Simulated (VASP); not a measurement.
Write the native input for VASP 6.6.1 that does the following.

- Task: single point
- Functional: LDA
- Potentials or basis: VASP PAW LDA potentials, release 64 (Ba_sv, Ti_sv, O)
- Cutoff: 520 eV
- k mesh: 7 × 5 × 5
- Occupations: fermi-dirac, width 0.05 eV
- Spin: no spin polarisation
- Dipole correction: no
- Further INCAR settings: ALGO = Normal; EDIFF = 1e-06; NBANDS = 51

The structure of BaTiO3 lies in POSCAR:

```
BaTiO3
1.0
   -0.0915918800      0.0227814800     -3.9623969300
    3.8808838200      4.1317799600      0.0684987100
    3.9231712500     -4.1740673900      0.1138552900
Ba Ti O
2 2 6
Direct
    0.9974869000      0.0001477200      0.0004271700
    0.9998202700      0.4987526000      0.5010867700
    0.5007474000      0.4990591200      0.9978540800
    0.5036564600      0.9987681300      0.4973819700
    0.9989596600      0.4987799700      0.9982409700
    0.0019446300      0.9997553300      0.5021167700
    0.4941324700      0.2515279200      0.2525101600
    0.4993701600      0.7523144300      0.7482599000
    0.5032595700      0.2508647700      0.7496877100
    0.5006224800      0.7500300100      0.2524344900
```

One way to write it, as run:

INCAR

```
ALGO = Normal
EDIFF = 1E-6
ENCUT = 520
GGA = CA
ISIF = 2
ISMEAR = -1
LASPH = T
LCHARG = T
LELF = T
LREAL = F
LVHAR = T
LWAVE = F
NBANDS = 51
NELM = 80
PREC = Accurate
SIGMA = 0.05
```

KPOINTS

```
k-points
0
Gamma
  7 5 5
```

Potentials or basis: VASP PAW LDA potentials, release 64 (Ba_sv, Ti_sv, O).

The run is started by

```sh
$ cat potpaw_LDA.64/Ba_sv/POTCAR potpaw_LDA.64/Ti_sv/POTCAR potpaw_LDA.64/O/POTCAR > POTCAR
$ mpirun -np 1 vasp_std > vasp.out
```

It gave:

```yaml
Pressure: -6.0 GPa
Largest_force: 0.245 eV/Å
Band_gap_on_the_k_mesh: 1.48 eV
```

Caveat: the cell stands under tension; spin-orbit coupling is left out, which moves the levels of the heavy elements; an odd mesh through Γ misses points on the zone boundary, where band edges can lie.

It took 21 min on 1 thread of Intel Xeon 8259CL (shared host), peak memory 0.53 GiB.
